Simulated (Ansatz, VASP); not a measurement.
# Two plane-wave programs on Fe

```
CELL_PARAMETERS angstrom
2.74970 0.00000 0.00000
0.00000 2.74970 0.00000
0.00000 0.00000 2.74970
ATOMIC_POSITIONS crystal
Fe 0.00000 0.00000 0.00000
Fe 0.50000 0.50000 0.50000
```

Alike in both runs: task single point; functional LDA; k mesh 16 × 16 × 16; occupations gaussian, width 0.05 eV; collinear spin.

|  | VASP | Ansatz |
| --- | --- | --- |
| version | VASP 6.6.1 | Ansatz 0.2.0 |
| potentials or method | VASP PAW LDA potentials, release 64 (Fe_sv), cutoff 690 eV | scalar-relativistic, plane waves, PAW |
| valence electrons in the cell | 32 | 32 |

|  | VASP | Ansatz | Ansatz less VASP |
| --- | --- | --- | --- |
| gap on the k mesh at the Fermi level (eV) | none | none | - |
| pressure (GPa) | -1.9 | 0.6 | +2.56 |
| net moment per atom (μB) | 1.96 | 2.01 | +0.055 |
| size of the moment on the site where the two differ most (μB) | 1.92 | 2.01 | +0.090 |

LDA's correlation is that of Perdew and Zunger in VASP and of Perdew and Wang (1992) in Ansatz. Site moments also hang on the region over which each program counts them. A gap of «none» marks a metal or a gap that the smearing closes.
